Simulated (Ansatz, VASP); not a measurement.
GaSb: VASP beside Ansatz

INCAR

```
ALGO     = Normal         # electronic algorithm
EDIFF    = 1E-7           # SCF threshold, eV
ENCUT    = 520            # plane-wave cutoff, eV
GGA      = PE             # functional
ISIF     = 2              # what is computed and relaxed
ISMEAR   = 0              # smearing method
LASPH    = True           # aspherical terms in the spheres
LCHARG   = False          # write CHGCAR
LREAL    = False          # projectors in reciprocal space
LWAVE    = False          # write WAVECAR
NBANDS   = 16             # bands
NELM     = 60             # most SCF steps
PREC     = Accurate       # precision mode
SIGMA    = 0.1            # smearing width, eV
```

KPOINTS

```
k-points
0
Gamma
  12 12 12
```

File POSCAR:

```
GaSb
1.0
    0.0000000000      3.1678561169      3.1678561169
    3.1678561169      0.0000000000      3.1678561169
    3.1678561169      3.1678561169      0.0000000000
Ga Sb
1 1
Direct
    0.0000000000      0.0000000000      0.0000000000
    0.2500000000      0.2500000000      0.2500000000
```

Input for Ansatz:

```yaml
crystal:
  lattice:
    - [0.0, 3.1678561167, 3.1678561167]
    - [3.1678561167, 0.0, 3.1678561167]
    - [3.1678561167, 3.1678561167, 0.0]
  atoms:
    - { symbol: Ga, position: [0.0, 0.0, 0.0] }
    - { symbol: Sb, position: [0.25, 0.25, 0.25] }
basis:
  ecutwfc: 420
kpoints:
  mp_grid: { grid: [12, 12, 12] }
hamiltonian:
  xc: pbe
scf:
  occupations: { method: gaussian, width: 0.1 }
output:
  forces: true
  stress: true
  eigenvalues: true
```

Alike in both runs: task single point; functional PBE; k mesh 12 × 12 × 12; occupations gaussian, width 0.1 eV; no spin polarisation.

|  | VASP | Ansatz |
| --- | --- | --- |
| version | VASP 6.6.1 | Ansatz 0.2.0 |
| potentials or method | VASP PAW PBE potentials, release 64 (Ga_d, Sb), cutoff 520 eV | scalar-relativistic, plane waves, PAW |
| valence electrons in the cell | 18 | 28 |

```csv
,VASP,Ansatz,Ansatz less VASP
gap on the k mesh at the Fermi level (eV),none,none,-
pressure (GPa),-2.2,-2.3,-0.05
```

A gap of «none» marks a metal or a gap that the smearing closes. The functional is the same, so the differences come from potentials, cutoffs and numerics. VASP's potentials hold 18 valence electrons a cell and Ansatz's 28, so a difference there can come from the potentials and not from the codes.

Spin-orbit coupling is off throughout.
